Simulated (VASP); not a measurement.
TaN:

```xyz
2
Lattice="2.9605 0.0000 0.0000 -1.4802 2.5638 0.0000 0.0000 0.0000 2.9010" Properties=species:S:1:pos:R:3 pbc="T T T"
Ta    0.0000    1.7092    1.4505
N     0.0000    0.0000    0.0000
```

Base run:

```yaml
Program: VASP 6.6.1
Functional: PBE
Potentials_or_basis: VASP PAW PBE potentials, release 64 (Ta_pv, N)
Cutoff: 520 eV
k_mesh: 10 × 10 × 9
Occupations: fermi-dirac, width 0.05 eV
Spin: no spin polarisation
Hubbard_terms: Ta d U = 3.0 eV
```

Its results: band gap on the k mesh zero (band 8 reaches 8.76 eV, above the bottom of band 9 at 8.44 eV); pressure 7.1 GPa.

**Question.** The run is repeated on the same cell with these changes: potentials or basis from VASP PAW PBE potentials, release 64 (Ta_pv, N) to VASP PAW PBE potentials, release 64 (Ta_sv_GW, N); cutoff from 520 eV to 600 eV; further incar settings from ALGO = Normal; EDIFF = 1e-06; NBANDS = 15 to ALGO = Normal; EDIFF = 1e-06; NBANDS = 16; valence electrons from 16 to 18. What comes out?

**Answer.** Band gap on the k mesh zero (band 9 reaches 12.89 eV, above the bottom of band 10 at 12.58 eV); pressure 6.7 GPa.

Caveats: spin-orbit coupling is left out, which moves the levels of the heavy elements; U without spin polarisation on a metal has little footing.
